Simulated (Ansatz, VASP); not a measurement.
## Cu in VASP and in Ansatz

```
CELL_PARAMETERS angstrom
-1.37065 1.37065 1.37608
1.37065 -1.37065 1.37608
1.37065 1.37065 -1.37608
ATOMIC_POSITIONS crystal
Cu 0.00000 0.00000 0.00000
```

Change from the starting cell: strain -0.050 along x and y, +0.000 along z, atoms carried along.

Alike in both runs: task single point; functional r2SCAN; k mesh 24 × 24 × 24; occupations gaussian, width 0.15 eV; no spin polarisation.

|  | VASP | Ansatz |
| --- | --- | --- |
| version | VASP 6.6.1 | Ansatz 0.2.0 |
| potentials or method | VASP PAW PBE potentials, release 64 (Cu), cutoff 520 eV | scalar-relativistic, plane waves, PAW |
| valence electrons in the cell | 11 | 19 |

|  | VASP | Ansatz | Ansatz less VASP |
| --- | --- | --- | --- |
| gap on the k mesh at the Fermi level (eV) | none | none | - |
| pressure (GPa) | 22.5 | 21.8 | -0.77 |

VASP's potentials were made for PBE, not for r2SCAN. A gap of «none» marks a metal or a gap that the smearing closes. VASP's potentials hold 11 valence electrons a cell and Ansatz's 19, so a difference there can come from the potentials and not from the codes.
